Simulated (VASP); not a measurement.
Set up this calculation in VASP 6.6.1, as the native input.

| Property | Result |
| --- | --- |
| Task | single point |
| Functional | PBE |
| Potentials or basis | VASP PAW PBE potentials, release 64 (Al, As) |
| Cutoff | 500 eV |
| k mesh | 8 × 8 × 8 |
| Occupations | fermi-dirac, width 0.1 eV |
| Spin | no spin polarisation |
| Dipole correction | no |
| Further INCAR settings | ALGO = Normal; EDIFF = 1e-06; NBANDS = 11 |

The structure of AlAs lies in POSCAR:

```
AlAs
1.0
    0.0000000000      2.8060020000      2.8060020000
    2.8060020000      0.0000000000      2.8060020000
    2.8060020000      2.8060020000      0.0000000000
Al As
1 1
Direct
    0.0000000000      0.0000000000      0.0000000000
    0.2500000000      0.2500000000      0.2500000000
```

The input as run:

INCAR

```
PREC     = Accurate       # precision mode
ENCUT    = 500            # plane-wave cutoff, eV
EDIFF    = 1E-6           # SCF threshold, eV
ISMEAR   = -1             # smearing method
SIGMA    = 0.1            # smearing width, eV
LREAL    = False          # projectors in reciprocal space
LASPH    = True           # aspherical terms in the spheres
NELM     = 120            # most SCF steps
ALGO     = Normal         # electronic algorithm
ISIF     = 2              # what is computed and relaxed
LWAVE    = False          # write WAVECAR
LCHARG   = True           # write CHGCAR
GGA      = PE             # functional
LELF     = True           # ELF
LVHAR    = True         
NBANDS   = 11             # bands
GGA_COMPAT= False
```

KPOINTS

```
Automatic mesh
0
Gamma
  8 8 8
```

Potentials or basis: VASP PAW PBE potentials, release 64 (Al, As).

The run is started by

```console
$ cat potpaw_PBE.64/Al/POTCAR potpaw_PBE.64/As/POTCAR > POTCAR
$ mpirun -np 1 vasp_std > vasp.out
```

Results of the run:

| Quantity | Value |
| --- | --- |
| Pressure | 4.9 GPa |
| Band gap on the k mesh | 1.39 eV, indirect (least direct gap 2.27 eV) |

Run time: 21 s on 1 thread of AMD EPYC 7R13, with other jobs on the host, peak memory 0.14 GiB.
